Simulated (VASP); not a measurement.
A run of VASP 6.6.1 is set up as follows.

The input INCAR:

```
SYSTEM = TePb
  ALGO = Normal
  EDIFF = 1E-6
  ENCUT = 520
  GGA = PE
  ISIF = 2
  ISMEAR = 0
  LASPH = .True.
  LCHARG = .True.
  LELF = .True.
  LREAL = .False.
  LVHAR = .True.
  LWAVE = .False.
  NBANDS = 17
  NELM = 100
  PREC = Accurate
  SIGMA = 0.022
```

KPOINTS

```
k-points
0
Gamma
  7 7 7
  0 0 0
```

POSCAR

```
TePb
1.0
    0.0000000000      3.2310000000      3.2310000000
    3.2310000000      0.0000000000      3.2310000000
    3.2310000000      3.2310000000      0.0000000000
Pb Te
1 1
Direct
    0.0000000000      0.0000000000      0.0000000000
    0.5000000000      0.5000000000      0.5000000000
```

Potentials or basis: VASP PAW PBE potentials, release 64 (Pb_d, Te).

The run is started by

```console
$ cat potpaw_PBE.64/Pb_d/POTCAR potpaw_PBE.64/Te/POTCAR > POTCAR
$ mpirun -np 1 vasp_std > vasp.out
```

(1) Estimate the pressure.

Answers

(1) 2.1 GPa.
